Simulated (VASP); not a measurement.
# Ga2GeO2 (P6/mmm) in VASP: relaxation of cell and atoms with PBE

Aim: the relaxation of cell and atoms of Ga2GeO2 with PBE.

Program: VASP 6.6.1. These are calculated values, not measurements. Logs are shortened: lines on timing, memory, paths and dates and some standing lists are left out, and cuts for length are marked.

### 1 The cell of the first run

It takes space group P6/mmm (No. 191, hexagonal). The conventional cell has a = 4.340 Å, b = 4.340 Å, c = 6.769 Å, α = 90.00°, β = 90.00°, γ = 120.00°. Within 3.3 Å of Ga (site symmetry -6m2) lie 3 Ga at 2.51 Å and 6 O at 2.99 Å. Within 2.3 Å of Ge (site symmetry 6/mmm) lie 2 O at 1.75 Å. O (site symmetry 6mm) has 1 Ge at 1.75 Å within 2.3 Å.

### 2 Relaxation of cell and atoms, PBE

Contents of INCAR:

```
ALGO     = Normal         # electronic algorithm
EDIFF    = 1E-6           # SCF threshold, eV
EDIFFG   = -0.01          # ionic threshold
ENCUT    = 600            # plane-wave cutoff, eV
GGA      = PE             # functional
IBRION   = 2              # ionic algorithm
ISIF     = 3              # what is computed and relaxed
ISMEAR   = 0              # smearing method
LASPH    = True           # aspherical terms in the spheres
LCHARG   = False          # write CHGCAR
LREAL    = False          # projectors in reciprocal space
LWAVE    = False          # write WAVECAR
NELM     = 100            # most SCF steps
NSW      = 100            # ionic steps
PREC     = Accurate       # precision mode
SIGMA    = 0.1            # smearing width, eV
```

Contents of KPOINTS:

```
k-points
0
Gamma
  12 12 6
```

Contents of POSCAR:

```
Ga2GeO2
1.0
    4.3399897875      0.0000000000      0.0000000000
   -2.1699948938      3.7585414082      0.0000000000
    0.0000000000      0.0000000000      6.7685388151
Ga Ge O
2 1 2
Direct
    0.3333333333      0.6666666667      0.5000000000
    0.6666666667      0.3333333333      0.5000000000
    0.0000000000      0.0000000000      0.0000000000
    0.0000000000      0.0000000000      0.7409529507
    0.0000000000      0.0000000000      0.2590470493
```

Potentials or basis: VASP PAW PBE potentials, release 64 (Ga_d, Ge_d, O).

On the command line:

```sh
$ cat potpaw_PBE.64/Ga_d/POTCAR potpaw_PBE.64/Ge_d/POTCAR potpaw_PBE.64/O/POTCAR > POTCAR
$ mpirun -np 1 vasp_std > vasp.out
```

OUTCAR:

```text
EDIFF = 1E-6
   EDIFFG = -0.01
   ENCUT = 600
   GGA = PE
   IBRION = 2
   ISIF = 3
   ISMEAR = 0
   LASPH = True
   LREAL = False
   NELM = 100
   NSW = 100
   PREC = Accurate

 ion  position               nearest neighbor table
   1  0.333  0.667  0.500-   2 2.51   2 2.51   2 2.51
   2  0.667  0.333  0.500-   1 2.51   1 2.51   1 2.51
   3  0.000  0.000  0.000-   4 1.75   5 1.75
   4  0.000  0.000  0.741-   3 1.75
   5  0.000  0.000  0.259-   3 1.75

  LATTYP: Found a hexagonal cell.
 ALAT       =     4.3399897875
 C/A-ratio  =     1.5595748254

  Lattice vectors:

 A1 = (   4.3399897875,   0.0000000000,   0.0000000000)
 A2 = (  -2.1699948938,   3.7585414082,   0.0000000000)
 A3 = (   0.0000000000,   0.0000000000,   6.7685388151)

Analysis of symmetry for initial positions (statically):
=====================================================================
 Subroutine PRICEL returns:
 Original cell was already a primitive cell.

 Routine SETGRP: Setting up the symmetry group for a
 hexagonal supercell.

 Subroutine GETGRP returns: Found 24 space group operations
 (whereof 24 operations were pure point group operations)
 out of a pool of 24 trial point group operations.

The static configuration has the point symmetry D_6h.

Analysis of symmetry for dynamics (positions and initial velocities):
=====================================================================
 Subroutine PRICEL returns:
 Original cell was already a primitive cell.

 Routine SETGRP: Setting up the symmetry group for a
 hexagonal supercell.

 Subroutine GETGRP returns: Found 24 space group operations
 (whereof 24 operations were pure point group operations)
 out of a pool of 24 trial point group operations.

The dynamic configuration has the point symmetry D_6h.

 Subroutine INISYM returns: Found 24 space group operations
 (whereof 24 operations are pure point group operations),
 and found     1 'primitive' translations

----------------------------------------------------------------------------------------

                                     Primitive cell

  volume of cell :     110.4086

  direct lattice vectors                    reciprocal lattice vectors
     4.339989788  0.000000000  0.000000000     0.230415289  0.133030329  0.000000000
    -2.169994894  3.758541408  0.000000000     0.000000000  0.266060658  0.000000000
     0.000000000  0.000000000  6.768538815     0.000000000  0.000000000  0.147742375

  length of vectors
     4.339989788  4.339989788  6.768538815     0.266060658  0.266060658  0.147742375

  position of ions in fractional coordinates (direct lattice)
     0.333333333  0.666666667  0.500000000
     0.666666667  0.333333333  0.500000000
     0.000000000  0.000000000  0.000000000
     0.000000000  0.000000000  0.740952951
     0.000000000  0.000000000  0.259047049

  ion indices of the primitive-cell ions
   primitive index   ion index
                 1           1
                 2           2
                 3           3
                 4           4
                 5           5

----------------------------------------------------------------------------------------

 KPOINTS: k-points

Automatic generation of k-mesh.
 Grid dimensions read from file:
 generate k-points for:   12   12    6

 Generating k-lattice:

  Cartesian coordinates                     Fractional coordinates (reciprocal lattice)
     0.019201274  0.011085861  0.000000000     0.083333333  0.000000000  0.000000000
     0.000000000  0.022171721  0.000000000     0.000000000  0.083333333  0.000000000
     0.000000000  0.000000000  0.024623729     0.000000000  0.000000000  0.166666667

  Length of vectors
     0.022171721  0.022171721  0.024623729

  Shift w.r.t. Gamma in fractional coordinates (k-lattice)
     0.000000000  0.000000000  0.000000000

 Subroutine IBZKPT returns following result:
 ===========================================

 Found     76 irreducible k-points:

 Following reciprocal coordinates:
            Coordinates               Weight
  0.000000  0.000000  0.000000      1.000000
  0.083333  0.000000  0.000000      6.000000
  0.166667  0.000000  0.000000      6.000000
  0.250000  0.000000  0.000000      6.000000
  0.333333  0.000000  0.000000      6.000000
  0.416667 -0.000000  0.000000      6.000000
[... 16 lines left out ...]
  0.250000  0.000000  0.166667     12.000000
  0.333333  0.000000  0.166667     12.000000
 [... further k-points ...]
   k-points           NKPTS =     76   k-points in BZ     NKDIM =     76   number of bands    NBANDS=     31
   number of dos      NEDOS =    301   number of ions     NIONS =      5
   total plane-waves  NPLWV =  69984
   dimension x,y,z NGX =    36 NGY =   36 NGZ =   54
   dimension x,y,z NGXF=    72 NGYF=   72 NGZF=  108
   ions per type =               2   1   2
   NGX,Y,Z   is equivalent  to a cutoff of  13.79, 13.79, 13.26 a.u.
   NGXF,Y,Z  is equivalent  to a cutoff of  27.58, 27.58, 26.53 a.u.
 SYSTEM =  unknown system
   PREC   = accura    normal or accurate (medium, high low for compatibility)
   ISTART =      0    job   : 0-new  1-cont  2-samecut
   ICHARG =      2    charge: 1-file 2-atom 10-const
   ISPIN  =      1    spin polarized calculation?
   LNONCOLLINEAR =      F non collinear calculations
   LSORBIT =      F    spin-orbit coupling
   LASPH  =      T    aspherical Exc in radial PAW
   ENCUT  =  600.0 eV  44.10 Ry    6.64 a.u.   8.67  8.67 13.52*2*pi/ulx,y,z
   NELM   =    100;   NELMIN=  2; NELMDL= -5     # of ELM steps
   EDIFF  = 0.1E-05   stopping-criterion for ELM
   LREAL  =      F    real-space projection
   EDIFFG = -.1E-01   stopping-criterion for IOM
   NSW    =    100    number of steps for IOM
   IBRION =      2    ionic relax: 0-MD 1-quasi-New 2-CG
   NFREE  =      1    steps in history (QN), initial steepest desc. (CG)
   ISIF   =      3    stress and relaxation
   ISYM   =      2    0-nonsym 1-usesym 2-fastsym
   POTIM  = 0.5000    time-step for ionic-motion
   TEBEG  =    0.0;   TEEND  =   0.0 temperature during run
   PSTRESS=    0.0 pullay stress
   NELECT =      52.0000    total number of electrons
   NUPDOWN=      -1.0000    fix difference up-down
   EMIN   =  10.00;   EMAX   =-10.00  energy-range for DOS
   EFERMI =   0.00;   METHOD = LEGACY
   ISMEAR =     0;   SIGMA  =   0.10  broadening in eV -4-tet -1-fermi 0-gaus
   EFERMI_NEDOS =   21; number of points for ismear=-14 and -15
   IALGO  =     38    algorithm
   IMIX   =      4    mixing-type and parameters
     AMIX     =   0.40;   BMIX     =  1.00
     AMIX_MAG =   1.60;   BMIX_MAG =  1.00
  volume/ion in A,a.u.               =      22.08       149.01
  Fermi-wavevector in a.u.,A,eV,Ry     =   1.273723  2.406987 22.073684  1.622370
  Thomas-Fermi vector in A             =   2.406531
   LORBIT       =      0    0 simple, 1 ext, 2 COOP (PROOUT), +10 PAW based schemes
   GGA     = PE    functional components
   LHFCALC =     F    Hartree Fock is set to
   AEXX    =    0.0000 exact exchange contribution
   IVDW    =     0    specifies the selected vdW correction
   LEPSILON=     F    determine dielectric tensor
   LRPA    =     F    only Hartree local field effects (RPA)
 conjugate gradient relaxation of ions
 non-spin polarized calculation
 Gauss-broadening in eV      SIGMA  =   0.10
  energy-cutoff  :      600.00
  volume of cell :      110.41
 maximum number of plane-waves:      3724
 NGX is ok and might be reduce to    36
   NGX = 17   NGY = 17   NGZ = 27

--------------------------------------- Ionic step        1  -------------------------------------------

 number of electron      51.9999968 magnetization

 Free energy of the ion-electron system (eV)
  ---------------------------------------------------
  ext. energy  EPLUGINS =         0.00000000
  ---------------------------------------------------
  free energy    TOTEN  =       -20.95944105 eV

  energy without entropy =      -20.95431358  energy(sigma->0) =      -20.95687731

------------------------ aborting loop because EDIFF is reached ----------------------------------------

  FORCE on cell =-STRESS in cart. coord.  units (eV):
  Direction    XX          YY          ZZ          XY          YZ          ZX
  --------------------------------------------------------------------------------------
  -------------------------------------------------------------------------------------
  Total        0.0734767      0.0734767     -0.1816376     -0.0000000      0.0000000      0.0000000
  in kB        1.0662461      1.0662461     -2.6358057     -0.0000000      0.0000000      0.0000000
  external PRESSURE =      -0.1677712 kB  Pullay stress =       0.0000000 kB
[... 98 lines left out ...]
  FREE ENERGIE OF THE ION-ELECTRON SYSTEM (eV)
  ---------------------------------------------------
  free  energy   TOTEN  =       -20.9598419991 eV

  energy  without entropy=      -20.9546667093  energy(sigma->0) =      -20.95725435

[... ionic steps 4 to 7 ...]

--------------------------------------- Ionic step        8  -------------------------------------------

 number of electron      51.9999957 magnetization

------------------------ aborting loop because EDIFF is reached ----------------------------------------

  FORCE on cell =-STRESS in cart. coord.  units (eV):
  Direction    XX          YY          ZZ          XY          YZ          ZX
  --------------------------------------------------------------------------------------
  -------------------------------------------------------------------------------------
  Total       -0.0654968     -0.0654968      0.0318594      0.0000000     -0.0000000     -0.0000000
  in kB       -0.9487142     -0.9487142      0.4614796      0.0000000     -0.0000000     -0.0000000
  external PRESSURE =      -0.4786496 kB  Pullay stress =       0.0000000 kB
[... 63 lines left out ...]
  energy  without entropy=      -20.9555655582  energy(sigma->0) =      -20.95806383

--------------------------------------- Ionic step       10  -------------------------------------------

 number of electron      51.9999958 magnetization

 Free energy of the ion-electron system (eV)
  ---------------------------------------------------
  ext. energy  EPLUGINS =         0.00000000
  ---------------------------------------------------
  free energy    TOTEN  =       -20.96062837 eV

  energy without entropy =      -20.95563339  energy(sigma->0) =      -20.95813088

 E-fermi :   2.3342     XC(G=0):  -8.7123

 val. band max:        2.3320669656   @ k =   0.5000   0.0000   0.0000
 cond. band min:       2.3409206750   @ k =   0.2500   0.1667   0.5000
 fundamental gap:      0.0088537094
 Fermi energy:         2.3342127973

 k-point     1 :       0.0000    0.0000    0.0000
  band No.  band energies     occupation
      1     -23.2841      2.00000
      2     -23.1646      2.00000
      3     -23.1646      2.00000
      4     -22.9575      2.00000
      5     -22.9575      2.00000
      6     -16.2952      2.00000
[... 805 lines left out ...]
     30       4.9549      0.00000
     31       5.9509      0.00000

 [... further k-points ...]
[... 5 lines left out ...]
  --------------------------------------------------------------------------------------
  -------------------------------------------------------------------------------------
  Total       -0.0281671     -0.0281671     -0.0439375      0.0000000     -0.0000000     -0.0000000
  in kB       -0.4084478     -0.4084478     -0.6371323      0.0000000     -0.0000000     -0.0000000
  external PRESSURE =      -0.4846759 kB  Pullay stress =       0.0000000 kB
[... 20 lines left out ...]
  FREE ENERGIE OF THE ION-ELECTRON SYSTEM (eV)
  ---------------------------------------------------
  free  energy   TOTEN  =       -20.9606283704 eV

  energy  without entropy=      -20.9556333895  energy(sigma->0) =      -20.95813088

 reached required accuracy - stopping structural energy minimisation
```

It took 15 min on 1 thread of Intel Xeon 6975P-C (Granite Rapids), shared host; peak memory 0.48 GiB.

What came out:

```
Free energy                            : -20.9606 eV
Relaxed volume                         : 22.10 Å³/atom
Relaxed cell                           : a = 4.355 Å, b = 4.355 Å, c = 6.726 Å, α = 90.00°, β = 90.00°, γ = 120.00°
Space group after relaxing (to 0.05 Å) : P6/mmm (No. 191)
Energy gained by relaxing              : 0.2 meV/atom
Ionic steps                            : 10
Pressure after relaxing                : 0.0 GPa
Largest force after relaxing           : 0.008 eV/Å
Band gap on the k mesh                 : zero (band 26 reaches 3.01 eV, above the bottom of band 27 at 2.15 eV)
```

Forces on the atoms (eV/Å):
```
Ga   0.000  0.000  0.000
Ga   0.000  0.000  0.000
Ge   0.000  0.000  0.000
O    0.000  0.000 -0.008
O    0.000  0.000  0.008
```

Step by step:
```
step  energy change (eV)  largest force (eV/Å)  pressure (GPa)  volume (Å³)
   1              0.0000                0.0194           -0.02       110.41
   2             -0.0003                0.0484            0.07       110.37
   3             -0.0004                0.0837            0.15       110.33
   4             -0.0005                0.0798            0.12       110.36
   5             -0.0008                0.0684            0.07       110.47
   6             -0.0009                0.0441           -0.03       110.70
   7             -0.0009                0.0521           -0.01       110.62
   8             -0.0011                0.0309           -0.05       110.61
   9             -0.0011                0.0051           -0.10       110.59
  10             -0.0012                0.0078           -0.05       110.49
```

Final structure:
```yaml
crystal:
  lattice:
    - [4.35536, 0.00000, 0.00000]
    - [-2.17768, 3.77185, 0.00000]
    - [0.00000, 0.00000, 6.72569]
  atoms:
    - { symbol: Ga, position: [0.33333, 0.66667, 0.50000] }
    - { symbol: Ga, position: [0.66667, 0.33333, 0.50000] }
    - { symbol: Ge, position: [0.00000, 0.00000, 0.00000] }
    - { symbol: O, position: [0.00000, 0.00000, 0.73913] }
    - { symbol: O, position: [0.00000, 0.00000, 0.26087] }
```
